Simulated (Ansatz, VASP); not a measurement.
# One calculation of W, two programs

```
W
1.0
     0.00000    2.02060    2.02060
     2.02060    0.00000    2.02060
     2.02060    2.02060    0.00000
W
1
Direct
  0.00000 0.00000 0.00000
```

Alike in both runs: task single point; functional PBE; k mesh 4 × 4 × 4; occupations fermi-dirac, width 0.15 eV; non-collinear spin, spin-orbit coupling.

```csv
,VASP,Ansatz
version,VASP 6.6.1,Ansatz 0.2.0 development build
potentials or method,"VASP PAW PBE potentials, release 64 (W_sv)","plane waves, PAW datasets (hand-made set)"
plane-wave cutoff (eV),520,760
valence electrons in the cell,14,28
```

|  | VASP | Ansatz | Ansatz less VASP |
| --- | --- | --- | --- |
| net moment per atom (μB) | 0.00 | 0.00 | 0.000 |

VASP's potentials hold 14 valence electrons a cell and Ansatz's 28, so a difference there can come from the potentials and not from the codes.

The k mesh is coarse, so the values compare programs but aren't converged.
